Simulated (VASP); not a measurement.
# Mg (P6_3/mmc) in VASP: a series of runs

Runs on Mg. Level: r2SCAN. Tasks: single point, relaxation of volume and atoms at fixed shape.

All numbers are computed with VASP 6.6.1; they aren't measurements. Logs are shortened: lines on timing, memory, paths and dates and some standing lists are left out, and cuts for length are marked.

## (1) The cell of the first run

It takes space group P6_3/mmc (No. 194, hexagonal). Conventional cell: a = 3.187 Å, b = 3.187 Å, c = 5.173 Å, α = 90.00°, β = 90.00°, γ = 120.00°. Within 4.2 Å of Mg (site symmetry -6m2) lie 12 Mg at 3.17 to 3.19 Å.

## (2) Single point, r2SCAN

POSCAR reads:

```
Mg
1.0
    3.1865460813      0.0000000000      0.0000000000
   -1.5932730407      2.7596298568      0.0000000000
    0.0000000000      0.0000000000      5.1733590012
Mg
2
Direct
    0.3333333333      0.6666666667      0.2500000000
    0.6666666667      0.3333333333      0.7500000000
```

INCAR.step1 reads:

```
PREC     = Accurate       # precision mode
ENCUT    = 520            # plane-wave cutoff, eV
ISMEAR   = 0              # smearing method
SIGMA    = 0.02           # smearing width, eV
LREAL    = False          # projectors in reciprocal space
LASPH    = True           # aspherical terms in the spheres
NELM     = 60             # most SCF steps
NBANDS   = 9              # bands
GGA      = PE             # functional
ALGO     = Normal         # electronic algorithm
EDIFF    = 1E-4           # SCF threshold, eV
LWAVE    = True           # write WAVECAR
LCHARG   = False          # write CHGCAR
```

INCAR.step2 reads:

```
PREC     = Accurate       # precision mode
ENCUT    = 520            # plane-wave cutoff, eV
EDIFF    = 1E-6           # SCF threshold, eV
ISMEAR   = 0              # smearing method
SIGMA    = 0.02           # smearing width, eV
LREAL    = False          # projectors in reciprocal space
LASPH    = True           # aspherical terms in the spheres
NELM     = 60             # most SCF steps
ALGO     = Normal         # electronic algorithm
ISIF     = 2              # what is computed and relaxed
LWAVE    = False          # write WAVECAR
LCHARG   = False          # write CHGCAR
METAGGA  = R2SCAN         # meta-GGA
LMIXTAU  = True         
NBANDS   = 9              # bands
ISTART   = 1
```

KPOINTS reads:

```
Automatic mesh
0
Gamma
  7 7 4
```

Potentials or basis: VASP PAW PBE potentials, release 64 (Mg).

On the command line:

```bash
> cat potpaw_PBE.64/Mg/POTCAR > POTCAR
> cp INCAR.step1 INCAR
> mpirun -np 1 vasp_std > vasp.out
> cp INCAR.step2 INCAR
> mpirun -np 1 vasp_std > vasp.out
```

OUTCAR:

```text
PREC = Accurate
   ENCUT = 520
   EDIFF = 1E-6
   ISMEAR = 0
   LREAL = False
   LASPH = True
   NELM = 60
   ISIF = 2
   METAGGA = R2SCAN
   ISTART = 1

 ion  position               nearest neighbor table
   1  0.333  0.667  0.250-   2 3.17   2 3.17   2 3.17   2 3.17   2 3.17   2 3.17
   2  0.667  0.333  0.750-   1 3.17   1 3.17   1 3.17   1 3.17   1 3.17   1 3.17

  LATTYP: Found a hexagonal cell.
 ALAT       =     3.1865460813
 C/A-ratio  =     1.6235004513

  Lattice vectors:

 A1 = (   3.1865460813,   0.0000000000,   0.0000000000)
 A2 = (  -1.5932730407,   2.7596298568,   0.0000000000)
 A3 = (   0.0000000000,   0.0000000000,   5.1733590012)

Analysis of symmetry for initial positions (statically):
=====================================================================
 Subroutine PRICEL returns:
 Original cell was already a primitive cell.

 Routine SETGRP: Setting up the symmetry group for a
 hexagonal supercell.

 Subroutine GETGRP returns: Found 24 space group operations
 (whereof 12 operations were pure point group operations)
 out of a pool of 24 trial point group operations.

The static configuration has the point symmetry D_3d.
 The point group associated with its full space group is D_6h.

Analysis of symmetry for dynamics (positions and initial velocities):
=====================================================================
 Subroutine PRICEL returns:
 Original cell was already a primitive cell.

 Routine SETGRP: Setting up the symmetry group for a
 hexagonal supercell.

 Subroutine GETGRP returns: Found 24 space group operations
 (whereof 12 operations were pure point group operations)
 out of a pool of 24 trial point group operations.

The dynamic configuration has the point symmetry D_3d.
 The point group associated with its full space group is D_6h.

 Subroutine INISYM returns: Found 24 space group operations
 (whereof 12 operations are pure point group operations),
 and found     1 'primitive' translations

----------------------------------------------------------------------------------------

                                     Primitive cell

  volume of cell :      45.4929

  direct lattice vectors                    reciprocal lattice vectors
     3.186546081  0.000000000  0.000000000     0.313819406  0.181183719  0.000000000
    -1.593273041  2.759629857  0.000000000     0.000000000  0.362367438  0.000000000
     0.000000000  0.000000000  5.173359001     0.000000000  0.000000000  0.193298010

  length of vectors
     3.186546081  3.186546081  5.173359001     0.362367438  0.362367438  0.193298010

  position of ions in fractional coordinates (direct lattice)
     0.333333333  0.666666667  0.250000000
     0.666666667  0.333333333  0.750000000

  ion indices of the primitive-cell ions
   primitive index   ion index
                 1           1
                 2           2

----------------------------------------------------------------------------------------

 KPOINTS: Automatic mesh

Automatic generation of k-mesh.
 Grid dimensions read from file:
 generate k-points for:    7    7    4

 Generating k-lattice:

  Cartesian coordinates                     Fractional coordinates (reciprocal lattice)
     0.044831344  0.025883388  0.000000000     0.142857143  0.000000000  0.000000000
     0.000000000  0.051766777  0.000000000     0.000000000  0.142857143  0.000000000
     0.000000000  0.000000000  0.048324503     0.000000000  0.000000000  0.250000000

  Length of vectors
     0.051766777  0.051766777  0.048324503

  Shift w.r.t. Gamma in fractional coordinates (k-lattice)
     0.000000000  0.000000000  0.000000000

 Subroutine IBZKPT returns following result:
 ===========================================

 Found     24 irreducible k-points:

 Following reciprocal coordinates:
            Coordinates               Weight
  0.000000  0.000000  0.000000      1.000000
  0.142857 -0.000000  0.000000      6.000000
  0.285714 -0.000000  0.000000      6.000000
  0.428571 -0.000000  0.000000      6.000000
  0.142857  0.142857  0.000000      6.000000
  0.285714  0.142857  0.000000     12.000000
[... 16 lines left out ...]
  0.428571  0.142857  0.500000      6.000000
  0.285714  0.285714  0.500000      6.000000
   k-points           NKPTS =     24   k-points in BZ     NKDIM =     24   number of bands    NBANDS=      9
   number of dos      NEDOS =    301   number of ions     NIONS =      2
   total plane-waves  NPLWV =  23040
   dimension x,y,z NGX =    24 NGY =   24 NGZ =   40
   dimension x,y,z NGXF=    48 NGYF=   48 NGZF=   80
   ions per type =               2
   NGX,Y,Z   is equivalent  to a cutoff of  12.52, 12.52, 12.85 a.u.
   NGXF,Y,Z  is equivalent  to a cutoff of  25.04, 25.04, 25.71 a.u.
 SYSTEM =  unknown system
   PREC   = accura    normal or accurate (medium, high low for compatibility)
   ISTART =      1    job   : 0-new  1-cont  2-samecut
   ICHARG =      0    charge: 1-file 2-atom 10-const
   ISPIN  =      1    spin polarized calculation?
   LNONCOLLINEAR =      F non collinear calculations
   LSORBIT =      F    spin-orbit coupling
   LASPH  =      T    aspherical Exc in radial PAW
   ENCUT  =  520.0 eV  38.22 Ry    6.18 a.u.   5.92  5.92  9.62*2*pi/ulx,y,z
   NELM   =     60;   NELMIN=  2; NELMDL=  0     # of ELM steps
   EDIFF  = 0.1E-05   stopping-criterion for ELM
   LREAL  =      F    real-space projection
   EDIFFG = 0.1E-04   stopping-criterion for IOM
   NSW    =      0    number of steps for IOM
   IBRION =     -1    ionic relax: 0-MD 1-quasi-New 2-CG
   NFREE  =      0    steps in history (QN), initial steepest desc. (CG)
   ISIF   =      2    stress and relaxation
   ISYM   =      2    0-nonsym 1-usesym 2-fastsym
   POTIM  = 0.5000    time-step for ionic-motion
   TEBEG  =    0.0;   TEEND  =   0.0 temperature during run
   PSTRESS=    0.0 pullay stress
   NELECT =       4.0000    total number of electrons
   NUPDOWN=      -1.0000    fix difference up-down
   EMIN   =  10.00;   EMAX   =-10.00  energy-range for DOS
   EFERMI =   0.00;   METHOD = LEGACY
   ISMEAR =     0;   SIGMA  =   0.02  broadening in eV -4-tet -1-fermi 0-gaus
   EFERMI_NEDOS =   21; number of points for ismear=-14 and -15
   IALGO  =     38    algorithm
   IMIX   =      4    mixing-type and parameters
     AMIX     =   0.40;   BMIX     =  1.00
     AMIX_MAG =   1.60;   BMIX_MAG =  1.00
  volume/ion in A,a.u.               =      22.75       153.50
  Fermi-wavevector in a.u.,A,eV,Ry     =   0.727970  1.375664  7.210280  0.529941
  Thomas-Fermi vector in A             =   1.819327
   LORBIT       =      0    0 simple, 1 ext, 2 COOP (PROOUT), +10 PAW based schemes
   METAGGA = R2SCAN    functional components
   LHFCALC =     F    Hartree Fock is set to
   AEXX    =    0.0000 exact exchange contribution
   IVDW    =     0    specifies the selected vdW correction
   LEPSILON=     F    determine dielectric tensor
   LRPA    =     F    only Hartree local field effects (RPA)
 non-spin polarized calculation
 Gauss-broadening in eV      SIGMA  =   0.02
  energy-cutoff  :      520.00
  volume of cell :       45.49
 maximum number of plane-waves:      1240
 NGX is ok and might be reduce to    24
   NGX = 11   NGY = 11   NGZ = 19

 number of electron       4.0000000 magnetization

 Free energy of the ion-electron system (eV)
  ---------------------------------------------------
  ext. energy  EPLUGINS =         0.00000000
  ---------------------------------------------------
  free energy    TOTEN  =        -8.30424799 eV

  energy without entropy =       -8.30357225  energy(sigma->0) =       -8.30391012

 E-fermi :   2.7409     XC(G=0):  -9.0725

 val. band max:        2.6788605444   @ k =   0.1429   0.1429   0.0000
 cond. band min:       2.7438339318   @ k =   0.4286  -0.0000   0.2500
 fundamental gap:      0.0649733874
 Fermi energy:         2.7408581305

 k-point     1 :       0.0000    0.0000    0.0000
  band No.  band energies     occupation
      1      -4.7400      2.00000
      2       0.7725      2.00000
      3       1.4950      2.00000
      4      14.4531      0.00000
      5      14.4531      0.00000
      6      14.6382      0.00000
      7      14.6382      0.00000
      8      15.3585      0.00000
      9      17.2449      0.00000

 k-point     2 :       0.1429   -0.0000    0.0000
  band No.  band energies     occupation
      1      -4.3099      2.00000
      2       1.1704      2.00000
      3       1.9014      2.00000
      4      10.0812      0.00000
      5      12.3902      0.00000
      6      13.0919      0.00000
      7      15.1068      0.00000
      8      15.9509      0.00000
      9      16.9803      0.00000

 k-point     3 :       0.2857   -0.0000    0.0000
  band No.  band energies     occupation
      1      -3.0310      2.00000
      2       2.3656      2.00000
      3       3.0140      0.00000
      4       5.8778      0.00000
      5      10.6034      0.00000
      6      10.7809      0.00000
      7      10.9485      0.00000
      8      13.3747      0.00000
      9      15.6508      0.00000

 k-point     4 :       0.4286   -0.0000    0.0000
  band No.  band energies     occupation
      1      -0.9391      2.00000
      2       1.8730      2.00000
      3       4.3600      0.00000
      4       5.3431      0.00000
      5       7.1816      0.00000
      6       7.8529      0.00000
      7      10.2289      0.00000
      8      12.0439      0.00000
      9      14.8240      0.00000
[... 205 lines left out ...]
 k-point    22 :       0.2857    0.1429    0.5000
  band No.  band energies     occupation
      1      -0.3290      2.00000
      2      -0.3290      2.00000
      3       5.3717      0.00000
      4       5.3717      0.00000
      5       8.2387      0.00000
      6       8.2387      0.00000
      7      11.3897      0.00000
      8      11.3897      0.00000
      9      15.9624      0.00000

 k-point    23 :       0.4286    0.1429    0.5000
  band No.  band energies     occupation
      1       1.7243      2.00000
      2       1.7243      2.00000
      3       2.6043      2.00000
      4       2.6043      2.00000
      5       7.9002      0.00000
      6       7.9002      0.00000
      7      13.3336      0.00000
      8      13.3336      0.00000
      9      13.6102      0.00000

 k-point    24 :       0.2857    0.2857    0.5000
  band No.  band energies     occupation
      1       1.6560      2.00000
      2       1.6560      2.00000
      3       4.1490      0.00000
      4       4.1490      0.00000
      5       5.3084      0.00000
      6       5.3084      0.00000
      7      13.1976      0.00000
      8      13.1976      0.00000
      9      15.5292      0.00000

------------------------ aborting loop because EDIFF is reached ----------------------------------------

  FORCE on cell =-STRESS in cart. coord.  units (eV):
  Direction    XX          YY          ZZ          XY          YZ          ZX
  --------------------------------------------------------------------------------------
  -------------------------------------------------------------------------------------
  Total       -0.4105415     -0.4105415      0.5990139      0.0000000     -0.0000000      0.0000000
  in kB      -14.4585245    -14.4585245     21.0961810      0.0000000     -0.0000000      0.0000000
  external PRESSURE =      -2.6069560 kB  Pullay stress =       0.0000000 kB

 VOLUME and BASIS-vectors are now :
 -----------------------------------------------------------------------------
  energy-cutoff  :      520.00
  volume of cell :       45.49
      direct lattice vectors                 reciprocal lattice vectors
     3.186546081  0.000000000  0.000000000     0.313819406  0.181183719  0.000000000
    -1.593273041  2.759629857  0.000000000     0.000000000  0.362367438  0.000000000
     0.000000000  0.000000000  5.173359001     0.000000000  0.000000000  0.193298010

 POSITION                                       TOTAL-FORCE (eV/Angst)
 -----------------------------------------------------------------------------------
     -0.00000      1.83975      1.29334         0.000000     -0.000000      0.000000
      1.59327      0.91988      3.88002        -0.000000      0.000000      0.000000
 -----------------------------------------------------------------------------------
    total drift:                                0.000000     -0.000000      0.000000

  FREE ENERGIE OF THE ION-ELECTRON SYSTEM (eV)
  ---------------------------------------------------
  free  energy   TOTEN  =        -8.3042479930 eV

  energy  without entropy=       -8.3035722516  energy(sigma->0) =       -8.30391012
```

It took 35 s on 1 thread of Intel Xeon Platinum 8259CL at 2.50GHz (Skylake/Cascade Lake), shared host; peak memory 0.16 GiB.

What came out:

```
Free energy            : -8.3042 eV
Pressure               : -0.3 GPa
Band gap on the k mesh : zero (bands 2 and 3 overlap by 1.98 eV)
```

Stress tensor (GPa, compression positive):
```
-1.45  0.00  0.00
 0.00 -1.45  0.00
 0.00  0.00  2.11
```

Levels at points of the mesh, in eV from the Fermi level:
```tsv
k point	band 1	band 2	band 3	band 4	band 5
(0.00, 0.00, 0.00)	-7.48	-1.97	-1.25	11.71	11.71
(0.00, 0.00, 0.50)	-5.99	-5.99	5.37	5.37	12.48
```

Caveat: the PAW data sets were made with another functional, which shifts forces and pressure a little.

## (3) Relaxation of volume and atoms at fixed shape, r2SCAN

This run uses another cell than the first one, of 23.24 Å³/atom.

POSCAR reads:

```
Mg
1.0
    3.2093000000      0.0000000000      0.0000000000
   -1.6046500000      2.7793353300      0.0000000000
    0.0000000000      0.0000000000      5.2103000000
Mg
2
Direct
    0.3333333333      0.6666666667      0.2500000000
    0.6666666667      0.3333333333      0.7500000000
```

INCAR.step1 reads:

```
PREC = Accurate
ENCUT = 600
ISMEAR = 0
SIGMA = 0.02
LREAL = False
LASPH = True
NELM = 60
GGA = PE
ALGO = Normal
EDIFF = 1E-4
LWAVE = True
LCHARG = False
```

INCAR.step2 reads:

```
PREC = Accurate
ENCUT = 600
EDIFF = 1E-6
ISMEAR = 0
SIGMA = 0.02
LREAL = False
LASPH = True
NELM = 60
ALGO = Normal
ISIF = 8
LWAVE = False
LCHARG = False
METAGGA = R2SCAN
LMIXTAU = True
IBRION = 2
NSW = 80
EDIFFG = -0.01
ISTART = 1
```

KPOINTS is that of step 2.

Potentials or basis: VASP PAW PBE potentials, release 64 (Mg).

On the command line:

```bash
> cat potpaw_PBE.64/Mg/POTCAR > POTCAR
> cp INCAR.step1 INCAR
> mpirun -np 1 vasp_std > vasp.out
> cp INCAR.step2 INCAR
> mpirun -np 1 vasp_std > vasp.out
```

Run time: 70 s. Hardware: 1 thread of Intel Xeon Platinum 8259CL at 2.50GHz (Skylake/Cascade Lake), shared host; peak memory 0.19 GiB.

It converged, with:

```yaml
Free_energy: -8.3048 eV
Relaxed_volume: 22.60 Å³/atom
Relaxed_cell: a = 3.180 Å, b = 3.180 Å, c = 5.163 Å, α = 90.00°, β = 90.00°, γ = 120.00°
Space_group_after_relaxing_to_0.1_Å: P6_3/mmc (No. 194)
Energy_gained_by_relaxing: 2.2 meV/atom
Ionic_steps: 3
Pressure_after_relaxing: 0.0 GPa
Band_gap_on_the_k_mesh: zero (bands 2 and 3 overlap by 1.98 eV)
```

Stress tensor (GPa, compression positive):
```
-1.21  0.00  0.00
 0.00 -1.21  0.00
 0.00  0.00  2.39
```

The path:
| step | energy change (eV) | largest force (eV/Å) | pressure (GPa) | volume (Å³) |
| --- | --- | --- | --- | --- |
| 1 | 0.0000 | 0.0000 | -1.05 | 46.47 |
| 2 | -0.0042 | 0.0000 | -0.23 | 45.45 |
| 3 | -0.0044 | 0.0000 | -0.01 | 45.21 |

Final structure:
```cif
data_structure
_symmetry_space_group_name_H-M 'P 1'
_symmetry_Int_Tables_number 1
_cell_length_a 3.1799
_cell_length_b 3.1799
_cell_length_c 5.1625
_cell_angle_alpha 90.000
_cell_angle_beta 90.000
_cell_angle_gamma 120.000
_cell_volume 45.21
loop_
_atom_site_label
_atom_site_type_symbol
_atom_site_fract_x
_atom_site_fract_y
_atom_site_fract_z
_atom_site_occupancy
Mg1 Mg 0.33333 0.66667 0.25000 1
Mg2 Mg 0.66667 0.33333 0.75000 1
```

Levels at points of the mesh, in eV from the Fermi level:
| k point | band 1 | band 2 | band 3 | band 4 | band 5 |
| --- | --- | --- | --- | --- | --- |
| (0.00, 0.00, 0.00) | -7.51 | -1.98 | -1.25 | 11.75 | 11.75 |
| (0.00, 0.00, 0.50) | -6.01 | -6.01 | 5.39 | 5.39 | 12.51 |

Caveat: the PAW data sets were made with another functional, which shifts forces and pressure a little.

The gap in the log of VASP goes by the Fermi energy; the results here count the filled bands.